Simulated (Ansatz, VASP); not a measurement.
# Two plane-wave programs on KI

File POSCAR:

```
KI
1.0
    4.2909468193      0.0000000000      0.0000000000
    0.0000000000      4.2909468193      0.0000000000
    0.0000000000      0.0000000000      4.2909468193
K I
1 1
Direct
    0.0000000000      0.0000000000      0.0000000000
    0.5000000000      0.5000000000      0.5000000000
```

File INCAR.step1:

```
  PREC = Accurate
  ENCUT = 520
  EDIFF = 1E-5
  ISMEAR = 0
  SIGMA = 0.01
  LREAL = F
  LASPH = T
  NELM = 60
  ALGO = Normal
  ISIF = 2
  LWAVE = T
  LCHARG = F
  NBANDS = 15
  GGA = PE
```

The input INCAR.step2:

```
  PREC = Accurate
  ENCUT = 520
  EDIFF = 1E-7
  ISMEAR = 0
  SIGMA = 0.01
  LREAL = F
  LASPH = T
  NELM = 60
  ALGO = Normal
  ISIF = 2
  LWAVE = F
  LCHARG = F
  GGA = PE
  LHFCALC = T
  HFSCREEN = 0.2079
  PRECFOCK = Normal
  NBANDS = 15
  ISTART = 1
```

KPOINTS

```
Automatic mesh
0
Gamma
  4 4 4
```

Input for Ansatz:

```yaml
crystal:
  lattice:
    - [4.2909468193, 0.0, 0.0]
    - [0.0, 4.2909468193, 0.0]
    - [0.0, 0.0, 4.2909468193]
  atoms:
    - { symbol: K, position: [0.0, 0.0, 0.0] }
    - { symbol: I, position: [0.5, 0.5, 0.5] }
kpoints:
  mp_grid: { grid: [4, 4, 4] }
  band_path:
    path:
      - [0.0, 0.0, 0.0]
      - [0.0, 0.5, 0.0]
      - [0.5, 0.5, 0.0]
      - [0.5, 0.5, 0.5]
      - [0.0, 0.5, 0.5]
    npoints: 1
hamiltonian:
  xc: hse06
scf:
  occupations: { method: fixed }
  n_extra_bands: 4
output:
  forces: true
  stress: true
  eigenvalues: true
```

Alike in both runs: task single point; functional HSE06; k mesh 4 × 4 × 4; no spin polarisation.

|  | VASP | Ansatz |
| --- | --- | --- |
| version | VASP 6.6.1 | Ansatz 0.2.0 |
| potentials or method | VASP PAW PBE potentials, release 64 (K_sv, I) | plane waves, PAW |
| plane-wave cutoff (eV) | 520 | 420 |
| occupations | gaussian, width 0.01 eV | fixed |
| valence electrons in the cell | 16 | 26 |

```tsv
	VASP	Ansatz	Ansatz less VASP
gap on the k mesh at the Fermi level (eV)	4.30	4.31	+0.012
pressure (GPa)	0.3	0.3	0.00
```

VASP's potentials hold 16 valence electrons a cell and Ansatz's 26, so a difference there can come from the potentials and not from the codes. Ansatz's warnings: stress exchange threshold loose, stress scf threshold loose.

Spin-orbit coupling is off throughout.
